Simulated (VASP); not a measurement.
# SiC (P6_3mc) in VASP: single point with LDA

Aim: the single point of SiC with LDA.

Everything below comes from runs of VASP 6.6.1. Logs are shortened: lines on timing, memory, paths and dates and some standing lists are left out, and cuts for length are marked.

**1. The cell of the first run**

The structure is hexagonal, space group P6_3mc (No. 186). Conventional cell: a = 3.004 Å, b = 3.004 Å, c = 5.193 Å, α = 90.00°, β = 90.00°, γ = 120.00°. Within 2.4 Å of Si (site symmetry 3m) lie 4 C at 1.82 to 2.03 Å. C (site symmetry 3m) has 4 Si at 1.82 to 2.03 Å within 2.4 Å.

**2. Single point, LDA**

Input file INCAR:

```
SYSTEM = SiC
PREC = Accurate
ENCUT = 600
EDIFF = 1E-6
ISMEAR = 0
SIGMA = 0.05
LREAL = .False.
LASPH = .True.
NELM = 120
ALGO = Normal
ISIF = 2
LWAVE = .False.
LCHARG = .False.
GGA = CA
NBANDS = 16
GGA_COMPAT = .False.
```

Input file KPOINTS:

```
Automatic mesh
0
Gamma
  12 12 6
  0 0 0
```

Input file POSCAR:

```
SiC
1.0
    3.0036848971      0.0000000000      0.0000000000
   -1.5018424486      2.6012674258      0.0000000000
    0.0000000000      0.0000000000      5.1930708186
Si C
2 2
Direct
    0.3333333333      0.6666666667      0.0046041256
    0.6666666667      0.3333333333      0.5046041256
    0.3333333333      0.6666666667      0.3953475106
    0.6666666667      0.3333333333      0.8953475106
```

Potentials or basis: VASP PAW LDA potentials, release 64 (Si, C).

Command:

```
cat potpaw_LDA.64/Si/POTCAR potpaw_LDA.64/C/POTCAR > POTCAR
mpirun -np 1 vasp_std > vasp.out
```

OUTCAR:

```text
SYSTEM = SiC
   PREC = Accurate
   ENCUT = 600
   EDIFF = 1E-6
   ISMEAR = 0
   LREAL = .False.
   LASPH = .True.
   NELM = 120
   ISIF = 2
   GGA = CA

 ion  position               nearest neighbor table
   1  0.333  0.667  0.005-   4 1.82   4 1.82   4 1.82   3 2.03   2 3.12   2 3.12   2 3.12   2 3.12
                             2 3.12   2 3.12
   2  0.667  0.333  0.505-   3 1.82   3 1.82   3 1.82   4 2.03   1 3.12   1 3.12   1 3.12   1 3.12
                             1 3.12   1 3.12
   3  0.333  0.667  0.395-   2 1.82   2 1.82   2 1.82   1 2.03
   4  0.667  0.333  0.895-   1 1.82   1 1.82   1 1.82   2 2.03

  LATTYP: Found a hexagonal cell.
 ALAT       =     3.0036848971
 C/A-ratio  =     1.7289000000

  Lattice vectors:

 A1 = (   3.0036848971,   0.0000000000,   0.0000000000)
 A2 = (  -1.5018424486,   2.6012674258,   0.0000000000)
 A3 = (   0.0000000000,   0.0000000000,   5.1930708186)

Analysis of symmetry for initial positions (statically):
=====================================================================
 Subroutine PRICEL returns:
 Original cell was already a primitive cell.

 Routine SETGRP: Setting up the symmetry group for a
 hexagonal supercell.

 Subroutine GETGRP returns: Found 12 space group operations
 (whereof  6 operations were pure point group operations)
 out of a pool of 24 trial point group operations.

The static configuration has the point symmetry C_3v.
 The point group associated with its full space group is C_6v.

Analysis of symmetry for dynamics (positions and initial velocities):
=====================================================================
 Subroutine PRICEL returns:
 Original cell was already a primitive cell.

 Routine SETGRP: Setting up the symmetry group for a
 hexagonal supercell.

 Subroutine GETGRP returns: Found 12 space group operations
 (whereof  6 operations were pure point group operations)
 out of a pool of 24 trial point group operations.

The dynamic configuration has the point symmetry C_3v.
 The point group associated with its full space group is C_6v.

 Subroutine INISYM returns: Found 12 space group operations
 (whereof  6 operations are pure point group operations),
 and found     1 'primitive' translations

----------------------------------------------------------------------------------------

                                     Primitive cell

  volume of cell :      40.5755

  direct lattice vectors                    reciprocal lattice vectors
     3.003684897  0.000000000  0.000000000     0.332924403  0.192213993  0.000000000
    -1.501842449  2.601267426  0.000000000     0.000000000  0.384427987  0.000000000
     0.000000000  0.000000000  5.193070819     0.000000000  0.000000000  0.192564291

  length of vectors
     3.003684897  3.003684897  5.193070819     0.384427987  0.384427987  0.192564291

  position of ions in fractional coordinates (direct lattice)
     0.333333333  0.666666667  0.004604126
     0.666666667  0.333333333  0.504604126
     0.333333333  0.666666667  0.395347511
     0.666666667  0.333333333  0.895347511

  ion indices of the primitive-cell ions
   primitive index   ion index
                 1           1
                 2           2
                 3           3
                 4           4

----------------------------------------------------------------------------------------

 KPOINTS: Automatic mesh

Automatic generation of k-mesh.
 Grid dimensions read from file:
 generate k-points for:   12   12    6

 Generating k-lattice:

  Cartesian coordinates                     Fractional coordinates (reciprocal lattice)
     0.027743700  0.016017833  0.000000000     0.083333333  0.000000000  0.000000000
     0.000000000  0.032035666  0.000000000     0.000000000  0.083333333  0.000000000
     0.000000000  0.000000000  0.032094048     0.000000000  0.000000000  0.166666667

  Length of vectors
     0.032035666  0.032035666  0.032094048

  Shift w.r.t. Gamma in fractional coordinates (k-lattice)
     0.000000000  0.000000000  0.000000000

 Subroutine IBZKPT returns following result:
 ===========================================

 Found     76 irreducible k-points:

 Following reciprocal coordinates:
            Coordinates               Weight
  0.000000  0.000000  0.000000      1.000000
  0.083333 -0.000000  0.000000      6.000000
  0.166667 -0.000000  0.000000      6.000000
  0.250000 -0.000000  0.000000      6.000000
  0.333333  0.000000  0.000000      6.000000
  0.416667 -0.000000  0.000000      6.000000
[... 16 lines left out ...]
  0.250000 -0.000000  0.166667     12.000000
  0.333333  0.000000  0.166667     12.000000
 [... further k-points ...]
   k-points           NKPTS =     76   k-points in BZ     NKDIM =     76   number of bands    NBANDS=     16
   number of dos      NEDOS =    301   number of ions     NIONS =      4
   total plane-waves  NPLWV =  24192
   dimension x,y,z NGX =    24 NGY =   24 NGZ =   42
   dimension x,y,z NGXF=    48 NGYF=   48 NGZF=   84
   ions per type =               2   2
   NGX,Y,Z   is equivalent  to a cutoff of  13.28, 13.28, 13.45 a.u.
   NGXF,Y,Z  is equivalent  to a cutoff of  26.57, 26.57, 26.89 a.u.
 SYSTEM =  SiC
   PREC   = accura    normal or accurate (medium, high low for compatibility)
   ISTART =      0    job   : 0-new  1-cont  2-samecut
   ICHARG =      2    charge: 1-file 2-atom 10-const
   ISPIN  =      1    spin polarized calculation?
   LNONCOLLINEAR =      F non collinear calculations
   LSORBIT =      F    spin-orbit coupling
   LASPH  =      T    aspherical Exc in radial PAW
   ENCUT  =  600.0 eV  44.10 Ry    6.64 a.u.   6.00  6.00 10.37*2*pi/ulx,y,z
   NELM   =    120;   NELMIN=  2; NELMDL= -5     # of ELM steps
   EDIFF  = 0.1E-05   stopping-criterion for ELM
   LREAL  =      F    real-space projection
   EDIFFG = 0.1E-04   stopping-criterion for IOM
   NSW    =      0    number of steps for IOM
   IBRION =     -1    ionic relax: 0-MD 1-quasi-New 2-CG
   NFREE  =      0    steps in history (QN), initial steepest desc. (CG)
   ISIF   =      2    stress and relaxation
   ISYM   =      2    0-nonsym 1-usesym 2-fastsym
   POTIM  = 0.5000    time-step for ionic-motion
   TEBEG  =    0.0;   TEEND  =   0.0 temperature during run
   PSTRESS=    0.0 pullay stress
   NELECT =      16.0000    total number of electrons
   NUPDOWN=      -1.0000    fix difference up-down
   EMIN   =  10.00;   EMAX   =-10.00  energy-range for DOS
   EFERMI =   0.00;   METHOD = LEGACY
   ISMEAR =     0;   SIGMA  =   0.05  broadening in eV -4-tet -1-fermi 0-gaus
   EFERMI_NEDOS =   21; number of points for ismear=-14 and -15
   IALGO  =     38    algorithm
   IMIX   =      4    mixing-type and parameters
     AMIX     =   0.40;   BMIX     =  1.00
     AMIX_MAG =   1.60;   BMIX_MAG =  1.00
  volume/ion in A,a.u.               =      10.14        68.45
  Fermi-wavevector in a.u.,A,eV,Ry     =   1.200495  2.268606 19.608550  1.441188
  Thomas-Fermi vector in A             =   2.336329
   LORBIT       =      0    0 simple, 1 ext, 2 COOP (PROOUT), +10 PAW based schemes
   GGA     = CA    functional components
   LHFCALC =     F    Hartree Fock is set to
   AEXX    =    0.0000 exact exchange contribution
   IVDW    =     0    specifies the selected vdW correction
   LEPSILON=     F    determine dielectric tensor
   LRPA    =     F    only Hartree local field effects (RPA)
 non-spin polarized calculation
 Gauss-broadening in eV      SIGMA  =   0.05
  energy-cutoff  :      600.00
  volume of cell :       40.58
 maximum number of plane-waves:      1392
 NGX is ok and might be reduce to    24
   NGX = 11   NGY = 11   NGZ = 21

 number of electron      15.9999999 magnetization

 Free energy of the ion-electron system (eV)
  ---------------------------------------------------
  ext. energy  EPLUGINS =         0.00000000
  ---------------------------------------------------
  free energy    TOTEN  =       -33.00590458 eV

  energy without entropy =      -33.00590458  energy(sigma->0) =      -33.00590458

 E-fermi :   8.6453     XC(G=0): -11.6266

 val. band max:        8.4454952451   @ k =   0.0000   0.0000   0.0000
 cond. band min:      10.7504620086   @ k =   0.3333   0.3333   0.0000
 fundamental gap:      2.3049667635
 Fermi energy:         8.6453096993

 k-point     1 :       0.0000    0.0000    0.0000
  band No.  band energies     occupation
      1      -7.2365      2.00000
      2      -4.0972      2.00000
      3      -0.2103      2.00000
      4       7.2384      2.00000
      5       7.2385      2.00000
      6       8.2562      2.00000
[... 8 lines left out ...]
     15      17.3782      0.00000
     16      19.7920      0.00000

 k-point     2 :       0.0833   -0.0000    0.0000
  band No.  band energies     occupation
      1      -7.1086      2.00000
      2      -3.9831      2.00000
      3      -0.0878      2.00000
      4       6.5670      2.00000
      5       7.0242      2.00000
      6       7.7878      2.00000
[... 8 lines left out ...]
     15      17.7072      0.00000
     16      19.1289      0.00000

 k-point     3 :       0.1667   -0.0000    0.0000
  band No.  band energies     occupation
      1      -6.7277      2.00000
      2      -3.6474      2.00000
      3       0.2728      2.00000
      4       5.0527      2.00000
      5       6.5381      2.00000
      6       6.6414      2.00000
[... 8 lines left out ...]
     15      18.0425      0.00000
     16      18.4672      0.00000

 k-point     4 :       0.2500   -0.0000    0.0000
  band No.  band energies     occupation
      1      -6.1044      2.00000
      2      -3.1162      2.00000
      3       0.8338      2.00000
      4       3.3280      2.00000
      5       5.1943      2.00000
      6       6.0082      2.00000
[... 8 lines left out ...]
     15      18.4287      0.00000
     16      19.4494      0.00000

 k-point     5 :       0.3333    0.0000    0.0000
  band No.  band energies     occupation
      1      -5.2642      2.00000
      2      -2.4752      2.00000
      3       1.1641      2.00000
      4       2.1357      2.00000
      5       3.7000      2.00000
      6       5.5682      2.00000
[... 8 lines left out ...]
     15      19.0912      0.00000
     16      20.2899      0.00000

 k-point     6 :       0.4167   -0.0000    0.0000
  band No.  band energies     occupation
      1      -4.2870      2.00000
      2      -2.0722      2.00000
      3       0.3614      2.00000
      4       2.3087      2.00000
      5       2.7783      2.00000
      6       5.2847      2.00000
[... 8 lines left out ...]
     15      18.5113      0.00000
     16      20.6080      0.00000
[... 267 lines left out ...]
 k-point    21 :       0.0833   -0.0000    0.1667
  band No.  band energies     occupation
      1      -6.9835      2.00000
      2      -4.4119      2.00000
      3       0.5602      2.00000
      4       6.6401      2.00000
      5       7.0903      2.00000
      6       7.4096      2.00000
[... 8 lines left out ...]
     15      17.4873      0.00000
     16      19.3888      0.00000

 k-point    22 :       0.1667   -0.0000    0.1667
  band No.  band energies     occupation
      1      -6.6036      2.00000
      2      -4.0649      2.00000
      3       0.8972      2.00000
      4       5.1506      2.00000
      5       6.3957      2.00000
      6       6.6134      2.00000
[... 8 lines left out ...]
     15      18.3247      0.00000
     16      18.6868      0.00000

 k-point    23 :       0.2500   -0.0000    0.1667
  band No.  band energies     occupation
      1      -5.9822      2.00000
      2      -3.5105      2.00000
      3       1.3819      2.00000
      4       3.4829      2.00000
      5       4.9269      2.00000
      6       6.0901      2.00000
[... 8 lines left out ...]
     15      18.8674      0.00000
     16      19.3907      0.00000

 k-point    24 :       0.3333    0.0000    0.1667
  band No.  band energies     occupation
      1      -5.1455      2.00000
      2      -2.8163      2.00000
      3       1.2588      2.00000
      4       2.6761      2.00000
      5       3.4051      2.00000
      6       5.6543      2.00000
[... 8 lines left out ...]
     15      19.3615      0.00000
     16      20.7079      0.00000

 [... further k-points ...]

------------------------ aborting loop because EDIFF is reached ----------------------------------------

  FORCE on cell =-STRESS in cart. coord.  units (eV):
  Direction    XX          YY          ZZ          XY          YZ          ZX
  --------------------------------------------------------------------------------------
  -------------------------------------------------------------------------------------
  Total        3.7397945      3.7397945     -4.6989699     -0.0000000      0.0000000      0.0000000
  in kB      147.6708256    147.6708256   -185.5451601     -0.0000000      0.0000000      0.0000000
  external PRESSURE =      36.5988304 kB  Pullay stress =       0.0000000 kB

 VOLUME and BASIS-vectors are now :
 -----------------------------------------------------------------------------
  energy-cutoff  :      600.00
  volume of cell :       40.58
      direct lattice vectors                 reciprocal lattice vectors
     3.003684897  0.000000000  0.000000000     0.332924403  0.192213993  0.000000000
    -1.501842449  2.601267426  0.000000000     0.000000000  0.384427987  0.000000000
     0.000000000  0.000000000  5.193070819     0.000000000  0.000000000  0.192564291

 POSITION                                       TOTAL-FORCE (eV/Angst)
 -----------------------------------------------------------------------------------
     -0.00000      1.73418      0.02391        -0.000000     -0.000000      1.398544
      1.50184      0.86709      2.62044        -0.000000      0.000000      1.398544
     -0.00000      1.73418      2.05307        -0.000000     -0.000000     -1.398544
      1.50184      0.86709      4.64960         0.000000     -0.000000     -1.398544
 -----------------------------------------------------------------------------------
    total drift:                                0.000000      0.000000      0.000583

  FREE ENERGIE OF THE ION-ELECTRON SYSTEM (eV)
  ---------------------------------------------------
  free  energy   TOTEN  =       -33.0059045819 eV

  energy  without entropy=      -33.0059045819  energy(sigma->0) =      -33.00590458
```

Wall time 63 s (1 thread of Intel Xeon 8259CL, shared host); peak memory 0.17 GiB.

Results:

* Free energy: -33.0059 eV
* Pressure: 3.7 GPa
* Largest force: 1.399 eV/Å
* Band gap on the k mesh: 2.31 eV (least direct gap 4.59 eV)

Forces in eV/Å, atoms in the order of the input:
```
Si   0.000  0.000  1.399
Si   0.000  0.000  1.399
C    0.000  0.000 -1.399
C    0.000  0.000 -1.399
```

Stress tensor (GPa, compression positive):
```
 14.77   0.00   0.00
  0.00  14.77   0.00
  0.00   0.00 -18.55
```

Levels at points of the mesh, in eV from the valence-band top:
```csv
k point,band 5,band 6,band 7,band 8,band 9,band 10,band 11,band 12
"(0.00, 0.00, 0.00)",-1.21,-0.19,-0.19,0.00,5.11,5.72,7.08,7.08
"(0.50, 0.00, 0.00)",-5.17,-3.26,-3.03,-1.55,3.04,4.04,6.87,7.73
"(0.00, 0.00, 0.50)",-0.73,-0.73,-0.73,-0.73,6.53,6.53,7.68,7.68
"(0.50, 0.00, 0.50)",-2.53,-2.53,-2.33,-2.33,3.09,3.09,4.93,4.93
```

Caveat: the stress differs along the axes, from -19 to 15 GPa; forces of over 1 eV/Å act on the atoms, so gaps and moduli don't describe the material at rest.
